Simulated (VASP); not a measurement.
Set up this calculation in VASP 6.6.1, as the native input.

| Item | Value |
| --- | --- |
| Task | single point |
| Functional | r2SCAN |
| Potentials or basis | VASP PAW PBE potentials, release 64 (Si, C) |
| Cutoff | 520 eV |
| k mesh | 9 × 5 × 1 |
| Occupations | gaussian, width 0.05 eV |
| Spin | no spin polarisation |
| Dipole correction | yes |
| Further INCAR settings | LREAL = Auto; ALGO = Normal; EDIFF = 1e-06; NBANDS = 56 |

System: SiC, a slab with vacuum.

```
Si C
1.0
     3.07520    0.00000    0.00000
     0.00000    5.04817    0.00000
     0.00000    0.00000   26.54052
Si C
10 10
Direct
  0.00000 0.97273 0.29183
  0.50000 0.50513 0.31333
  0.50000 0.99079 0.38365
  0.00000 0.49578 0.41615
  0.00000 0.99331 0.48333
  0.50000 0.49331 0.51667
  0.50000 0.99578 0.58385
  0.00000 0.49079 0.61635
  0.00000 0.00513 0.68667
  0.50000 0.47273 0.70817
  0.00000 0.63214 0.28602
  0.50000 0.13090 0.31459
  0.50000 0.61744 0.38315
  0.00000 0.11893 0.41606
  0.00000 0.61787 0.48357
  0.50000 0.11787 0.51643
  0.50000 0.61893 0.58394
  0.00000 0.11744 0.61685
  0.00000 0.63090 0.68541
  0.50000 0.13214 0.71398
```

The input as run:

POSCAR

```
SiC
1.0
    3.0751950076      0.0000000000      0.0000000000
    0.0000000000      5.0481668526      0.0000000000
    0.0000000000      0.0000000000     26.5405203255
Si C
10 10
Direct
    0.0000000000      0.9727323273      0.2918310701
    0.5000000000      0.5051260344      0.3133269168
    0.5000000000      0.9907876875      0.3836486598
    0.0000000000      0.4957759303      0.4161524995
    0.0000000000      0.9933083160      0.4833313032
    0.5000000000      0.4933083135      0.5166686950
    0.5000000000      0.9957759101      0.5838474990
    0.0000000000      0.4907876574      0.6163513390
    0.0000000000      1.0051259803      0.6866730854
    0.5000000000      0.4727322637      0.7081689306
    0.0000000000      0.6321430540      0.2860209491
    0.5000000000      0.1308963976      0.3145865105
    0.5000000000      0.6174352423      0.3831507685
    0.0000000000      0.1189256246      0.4160562575
    0.0000000000      0.6178695567      0.4835661047
    0.5000000000      0.1178695541      0.5164338927
    0.5000000000      0.6189256049      0.5839437406
    0.0000000000      0.1174352128      0.6168492322
    0.0000000000      0.6308963370      0.6854134898
    0.5000000000      0.1321429954      0.7139790559
```

INCAR.step1

```
SYSTEM = SiC
PREC = Accurate
ENCUT = 520
ISMEAR = 0
SIGMA = 0.05
LREAL = Auto
LASPH = .TRUE.
NELM = 100
LDIPOL = .TRUE.
IDIPOL = 3
DIPOL = 0.5 0.5 0.500
NBANDS = 56
GGA = PE
ALGO = Normal
EDIFF = 1E-4
LWAVE = .TRUE.
LCHARG = .FALSE.
```

INCAR.step2

```
SYSTEM = SiC
PREC = Accurate
ENCUT = 520
EDIFF = 1E-6
ISMEAR = 0
SIGMA = 0.05
LREAL = Auto
LASPH = .TRUE.
NELM = 100
ALGO = Normal
ISIF = 2
LWAVE = .FALSE.
LCHARG = .FALSE.
LDIPOL = .TRUE.
IDIPOL = 3
DIPOL = 0.5 0.5 0.500
METAGGA = R2SCAN
LMIXTAU = .TRUE.
NBANDS = 56
ISTART = 1
```

KPOINTS

```
regular mesh
0
G
  9 5 1
  0 0 0
```

Potentials or basis: VASP PAW PBE potentials, release 64 (Si, C).

The run is started by

```bash
$ cat potpaw_PBE.64/Si/POTCAR potpaw_PBE.64/C/POTCAR > POTCAR
$ cp INCAR.step1 INCAR
$ mpirun -np 1 vasp_std > vasp.out
$ cp INCAR.step2 INCAR
$ mpirun -np 1 vasp_std > vasp.out
```

Results of the run:

```yaml
Largest_force: 0.023 eV/Å
Band_gap_on_the_k_mesh: 1.81 eV (least direct gap 2.19 eV)
```

Caveat: the PAW data sets were made with another functional, which shifts forces and pressure a little.

Wall time 63 min on 1 thread of Intel(R) Xeon(R) Platinum 8259CL CPU @ 2.50GHz (Skylake/Cascade Lake) (shared host), peak memory 0.61 GiB.
